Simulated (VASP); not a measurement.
# Ge (P6_3/mmc) in VASP: a series of runs, part 2 of 2

VASP 6.6.1.

### 4 Single point, PBEsol

This run uses another cell than the first one, of 24.05 Å³/atom, 1.053 times its volume.

Contents of INCAR:

```
  ALGO = Normal
  EDIFF = 1E-7
  ENCUT = 520
  GGA = PS
  ISIF = 2
  ISMEAR = -1
  LASPH = T
  LCHARG = F
  LREAL = F
  LWAVE = F
  NBANDS = 36
  NELM = 80
  PREC = Accurate
  SIGMA = 0.1
```

Contents of KPOINTS:

```
k-points
0
Gamma
  7 7 4
```

Contents of POSCAR:

```
Ge
1.0
    4.0674269150      0.0000000000      0.0000000000
   -2.0337134575      3.5224950061      0.0000000000
    0.0000000000      0.0000000000      6.7146742308
Ge
4
Direct
    0.6666666667      0.3333333333      0.0629010000
    0.3333333333      0.6666666667      0.5629010000
    0.6666666667      0.3333333333      0.4370990000
    0.3333333333      0.6666666667      0.9370990000
```

Potentials or basis: VASP PAW PBE potentials, release 64 (Ge_d).

Started as:

```bash
cat potpaw_PBE.64/Ge_d/POTCAR > POTCAR
mpirun -np 1 vasp_std > vasp.out
```

OUTCAR:

```text
EDIFF = 1E-7
   ENCUT = 520
   GGA = PS
   ISIF = 2
   ISMEAR = -1
   LASPH = T
   LREAL = F
   NELM = 80
   PREC = Accurate

 ion  position               nearest neighbor table
   1  0.667  0.333  0.063-   4 2.50   4 2.50   4 2.50   3 2.51
   2  0.333  0.667  0.563-   3 2.50   3 2.50   3 2.50   4 2.51
   3  0.667  0.333  0.437-   2 2.50   2 2.50   2 2.50   1 2.51
   4  0.333  0.667  0.937-   1 2.50   1 2.50   1 2.50   2 2.51

  LATTYP: Found a hexagonal cell.
 ALAT       =     4.0674269150
 C/A-ratio  =     1.6508407824

  Lattice vectors:

 A1 = (   4.0674269150,   0.0000000000,   0.0000000000)
 A2 = (  -2.0337134575,   3.5224950061,   0.0000000000)
 A3 = (   0.0000000000,   0.0000000000,   6.7146742308)

Analysis of symmetry for initial positions (statically):
=====================================================================
 Subroutine PRICEL returns:
 Original cell was already a primitive cell.

 Routine SETGRP: Setting up the symmetry group for a
 hexagonal supercell.

 Subroutine GETGRP returns: Found 24 space group operations
 (whereof 12 operations were pure point group operations)
 out of a pool of 24 trial point group operations.

The static configuration has the point symmetry D_3d.
 The point group associated with its full space group is D_6h.

Analysis of symmetry for dynamics (positions and initial velocities):
=====================================================================
 Subroutine PRICEL returns:
 Original cell was already a primitive cell.

 Routine SETGRP: Setting up the symmetry group for a
 hexagonal supercell.

 Subroutine GETGRP returns: Found 24 space group operations
 (whereof 12 operations were pure point group operations)
 out of a pool of 24 trial point group operations.

The dynamic configuration has the point symmetry D_3d.
 The point group associated with its full space group is D_6h.

[... 117 lines left out ...]
   EFERMI_NEDOS =   21; number of points for ismear=-14 and -15
   IALGO  =     38    algorithm
   IMIX   =      4    mixing-type and parameters
     AMIX     =   0.40;   BMIX     =  1.00
     AMIX_MAG =   1.60;   BMIX_MAG =  1.00
  volume/ion in A,a.u.               =      24.05       162.30
  Fermi-wavevector in a.u.,A,eV,Ry     =   1.366908  2.583081 25.421619  1.868436
  Thomas-Fermi vector in A             =   2.493007
   LORBIT       =      0    0 simple, 1 ext, 2 COOP (PROOUT), +10 PAW based schemes
   GGA     = PS    functional components
   LHFCALC =     F    Hartree Fock is set to
   AEXX    =    0.0000 exact exchange contribution
   IVDW    =     0    specifies the selected vdW correction
   LEPSILON=     F    determine dielectric tensor
   LRPA    =     F    only Hartree local field effects (RPA)
 non-spin polarized calculation
  energy-cutoff  :      520.00
  volume of cell :       96.20
 maximum number of plane-waves:      2611
 NGX is ok and might be reduce to    30
   NGX = 15   NGY = 15   NGZ = 25

 number of electron      55.9999972 magnetization

 Free energy of the ion-electron system (eV)
  ---------------------------------------------------
  ext. energy  EPLUGINS =         0.00000000
  ---------------------------------------------------
  free energy    TOTEN  =       -19.62084116 eV

  energy without entropy =      -19.61135785  energy(sigma->0) =      -19.61609950

 E-fermi :   4.2845     XC(G=0):  -9.8385

 val. band max:        4.2707570379   @ k =   0.0000   0.0000   0.2500
 cond. band min:       4.4504503918   @ k =   0.0000   0.0000   0.0000
 fundamental gap:      0.1796933538
 Fermi energy:         4.2844987056

 k-point     1 :       0.0000    0.0000    0.0000
  band No.  band energies     occupation
      1     -20.4275      2.00000
      2     -20.4275      2.00000
      3     -20.3943      2.00000
      4     -20.3943      2.00000
      5     -20.3940      2.00000
      6     -20.3821      2.00000
[... 925 lines left out ...]
     35      10.1834      0.00000
     36      10.1834      0.00000

------------------------ aborting loop because EDIFF is reached ----------------------------------------

  FORCE on cell =-STRESS in cart. coord.  units (eV):
  Direction    XX          YY          ZZ          XY          YZ          ZX
  --------------------------------------------------------------------------------------
  -------------------------------------------------------------------------------------
  Total       -1.7732143     -1.7732142     -2.0796131      0.0000000     -0.0000000      0.0000000
  in kB      -29.5309017    -29.5309012    -34.6336310      0.0000000     -0.0000000      0.0000000
  external PRESSURE =     -31.2318113 kB  Pullay stress =       0.0000000 kB

 VOLUME and BASIS-vectors are now :
 -----------------------------------------------------------------------------
  energy-cutoff  :      520.00
  volume of cell :       96.20
      direct lattice vectors                 reciprocal lattice vectors
     4.067426915  0.000000000  0.000000000     0.245855678  0.141944843  0.000000000
    -2.033713458  3.522495006  0.000000000     0.000000000  0.283889686  0.000000000
     0.000000000  0.000000000  6.714674231     0.000000000  0.000000000  0.148927553

 POSITION                                       TOTAL-FORCE (eV/Angst)
 -----------------------------------------------------------------------------------
      2.03371      1.17417      0.42236         0.000000      0.000000     -0.019019
     -0.00000      2.34833      3.77970        -0.000000      0.000000     -0.019019
      2.03371      1.17417      2.93498         0.000000      0.000000      0.019019
     -0.00000      2.34833      6.29231        -0.000000      0.000000      0.019019
 -----------------------------------------------------------------------------------
    total drift:                                0.000000     -0.000000      0.000000

  FREE ENERGIE OF THE ION-ELECTRON SYSTEM (eV)
  ---------------------------------------------------
  free  energy   TOTEN  =       -19.6208411559 eV

  energy  without entropy=      -19.6113578506  energy(sigma->0) =      -19.61609950
```

OSZICAR:

```text
N       E                     dE             d eps       ncg     rms          rms(c)
DAV:   1     0.489498070375E+03    0.48950E+03   -0.28399E+04  1988   0.416E+03
DAV:   2     0.650852822455E+02   -0.42441E+03   -0.41407E+03  1728   0.806E+02
DAV:   3    -0.152803672369E+02   -0.80366E+02   -0.79408E+02  1864   0.205E+02
DAV:   4    -0.197884813707E+02   -0.45081E+01   -0.44879E+01  2076   0.561E+01
DAV:   5    -0.198789341664E+02   -0.90453E-01   -0.90425E-01  1960   0.894E+00    0.426E+00
DAV:   6    -0.197037528143E+02    0.17518E+00   -0.91885E-02  2116   0.287E+00    0.242E+00
DAV:   7    -0.196181149357E+02    0.85638E-01   -0.11756E-01  1872   0.264E+00    0.201E-01
DAV:   8    -0.196202538791E+02   -0.21389E-02   -0.15096E-02  1908   0.129E+00    0.998E-02
DAV:   9    -0.196207649781E+02   -0.51110E-03   -0.47194E-04  2052   0.137E-01    0.303E-02
DAV:  10    -0.196208336672E+02   -0.68689E-04   -0.11226E-04  2080   0.120E-01    0.717E-03
DAV:  11    -0.196208407241E+02   -0.70568E-05   -0.13200E-05  1888   0.204E-02    0.315E-03
DAV:  12    -0.196208411944E+02   -0.47034E-06   -0.72112E-07  1660   0.735E-03    0.664E-04
DAV:  13    -0.196208411559E+02    0.38503E-07   -0.74931E-08  1288   0.264E-03
   1 F= -.19620841E+02 E0= -.19616100E+02  d E =-.948331E-02
```

stdout:

```text
POSCAR found type information on POSCAR Ge
 POSCAR found :  1 types and       4 ions
 scaLAPACK will be used
 -----------------------------------------------------------------------------
|                                                                             |
|                                                                             |
|     You enforced a specific xc type in the INCAR file but a different       |
|     I HOPE YOU KNOW WHAT YOU ARE DOING!                                     |
|                                                                             |
 -----------------------------------------------------------------------------

 LDA part: xc-table for (Slater+PW92), standard interpolation
 POSCAR, INCAR and KPOINTS ok, starting setup
 FFT: planning ... GRIDC
 FFT: planning ... GRID_SOFT
 FFT: planning ... GRID
 WAVECAR not read
 entering main loop
```

It took 32 s on 1 thread of Intel Xeon 6975P-C (Granite Rapids), shared host; peak memory 0.22 GiB.

What came out:

```yaml
Free_energy: -19.6208 eV
Pressure: -3.1 GPa
Largest_force: 0.019 eV/Å
```

Forces in eV/Å, atoms in the order of the input:
```
Ge   0.000  0.000 -0.019
Ge   0.000  0.000 -0.019
Ge   0.000  0.000  0.019
Ge   0.000  0.000  0.019
```

Caveat: the PAW data sets were made with another functional, which shifts forces and pressure a little.

### 5 Single point, PBEsol

This run uses another cell than the first one, of 24.66 Å³/atom, 1.080 times its volume.

Contents of INCAR:

```
SYSTEM = Ge
PREC = Accurate
ENCUT = 520
EDIFF = 1E-7
ISMEAR = -1
SIGMA = 0.1
LREAL = .FALSE.
LASPH = .TRUE.
NELM = 100
ALGO = Normal
ISIF = 2
LWAVE = .FALSE.
LCHARG = .FALSE.
GGA = PS
NBANDS = 36
```

Contents of KPOINTS:

```
Automatic mesh
0
G
  7 7 4
  0 0 0
```

Contents of POSCAR:

```
Ge
1.0
    4.1014655429      0.0000000000      0.0000000000
   -2.0507327714      3.5519733223      0.0000000000
    0.0000000000      0.0000000000      6.7708665858
Ge
4
Direct
    0.6666666667      0.3333333333      0.0629010000
    0.3333333333      0.6666666667      0.5629010000
    0.6666666667      0.3333333333      0.4370990000
    0.3333333333      0.6666666667      0.9370990000
```

Started as:

```bash
cat potpaw_PBE.64/Ge_d/POTCAR > POTCAR
mpirun -np 1 vasp_std > vasp.out
```

It took 31 s on 1 thread of Intel Xeon 6975P-C (Granite Rapids), shared host; peak memory 0.23 GiB.

Results (log left out):

```yaml
Free_energy: -19.5645 eV
Pressure: -4.3 GPa
Largest_force: 0.030 eV/Å
```

Forces in eV/Å, atoms in the order of the input:
```
Ge   0.000  0.000 -0.030
Ge   0.000  0.000 -0.030
Ge   0.000  0.000  0.030
Ge   0.000  0.000  0.030
```

Stress tensor (GPa, compression positive):
```
-4.17  0.00  0.00
 0.00 -4.17  0.00
 0.00  0.00 -4.71
```

Levels at points of the mesh, in eV from the Fermi level:
```
           k point  band 25  band 26  band 27  band 28  band 29  band 30  band 31  band 32
(0.00, 0.00, 0.00)    -1.29    -0.66    -0.25    -0.07     0.17     0.17     2.31     2.31
(0.00, 0.00, 0.50)    -0.71    -0.71    -0.71    -0.71     0.47     0.47     3.34     3.34
```

Caveat: the PAW data sets were made with another functional, which shifts forces and pressure a little.

### 6 Overview

| cell | gap on the mesh (eV) | pressure (GPa) | largest force (eV/Å) |
| --- | --- | --- | --- |
| a = 3.998, b = 3.998, c = 6.599 Å, angles 90.0, 90.0, 120.0°, 4 atoms | 0.10 | -0.1 | - |
| a = 4.033, b = 4.033, c = 6.658 Å, angles 90.0, 90.0, 120.0°, 4 atoms | 0.15 | -1.7 | 0.01 |
| a = 4.067, b = 4.067, c = 6.715 Å, angles 90.0, 90.0, 120.0°, 4 atoms | - | -3.1 | 0.02 |
| a = 4.101, b = 4.101, c = 6.771 Å, angles 90.0, 90.0, 120.0°, 4 atoms | - | -4.3 | 0.03 |

Alike in all rows: task single point; level PBEsol; potentials or basis VASP PAW PBE potentials, release 64 (Ge_d); no spin polarisation; k mesh 7 × 7 × 4; cutoff (eV) 520; smearing fermi-dirac 0.1 eV.

Caveats: the PAW data sets were made with another functional, which shifts forces and pressure a little.

Absolute energies hang on the potentials; compare differences alone.
